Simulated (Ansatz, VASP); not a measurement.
Two plane-wave programs on GaSb

POSCAR

```
GaSb
1.0
    0.0000000000      3.2119500000      2.9060500000
    3.2119500000      0.0000000000      2.9060500000
    3.2119500000      3.2119500000      0.0000000000
Ga Sb
1 1
Direct
    0.0000000000      0.0000000000      0.0000000000
    0.7500000000      0.7500000000      0.7500000000
```

INCAR.step1

```
ALGO = Normal
EDIFF = 1E-4
ENCUT = 520
GGA = PE
ISMEAR = 0
LASPH = True
LCHARG = False
LREAL = False
LWAVE = True
NBANDS = 16
NELM = 100
PREC = Accurate
SIGMA = 0.05
```

Contents of INCAR.step2:

```
ALGO = Normal
EDIFF = 1E-6
ENCUT = 520
ISIF = 2
ISMEAR = 0
ISTART = 1
LASPH = True
LCHARG = False
LMIXTAU = True
LREAL = False
LWAVE = False
METAGGA = R2SCAN
NBANDS = 16
NELM = 100
PREC = Accurate
SIGMA = 0.05
```

Contents of KPOINTS:

```
k-points
0
Gamma
  10 10 10
```

Input for Ansatz:

```yaml
crystal:
  lattice:
    - [0.0, 3.21195, 2.90605]
    - [3.21195, 0.0, 2.90605]
    - [3.21195, 3.21195, 0.0]
  atoms:
    - { symbol: Ga, position: [0.0, 0.0, 0.0] }
    - { symbol: Sb, position: [0.75, 0.75, 0.75] }
basis:
  ecutwfc: 500
kpoints:
  mp_grid: { grid: [10, 10, 10] }
hamiltonian:
  xc: r2scan
scf:
  occupations: { method: gaussian, width: 0.05 }
output:
  forces: true
  stress: true
  eigenvalues: true
  write_density: true
  write_potential: true
  elf: true
  volumetric_format: npy
```

Change from the starting cell: strain +0.050 along x and y, -0.050 along z, atoms carried along.

Alike in both runs: task single point; functional r2SCAN; k mesh 10 × 10 × 10; occupations gaussian, width 0.05 eV; no spin polarisation.

```csv
,VASP,Ansatz
version,VASP 6.6.1,Ansatz 0.2.0
potentials or method,"VASP PAW PBE potentials, release 64 (Ga_d, Sb), cutoff 520 eV","scalar-relativistic, plane waves, PAW"
valence electrons in the cell,18,28
```

|  | VASP | Ansatz | Ansatz less VASP |
| --- | --- | --- | --- |
| gap on the k mesh at the Fermi level (eV) | 0.30 | 0.28 | -0.016 |
| least direct gap on the mesh (eV) | 0.30 | 0.28 | -0.016 |
| pressure (GPa) | -1.9 | -2.0 | -0.06 |
| traceless stress, the component that is largest in VASP (GPa) | 2.65 | 2.66 | +0.010 |

VASP's potentials were made for PBE, not for r2SCAN. VASP's potentials hold 18 valence electrons a cell and Ansatz's 28, so a difference there can come from the potentials and not from the codes.

Spin-orbit coupling is off throughout.
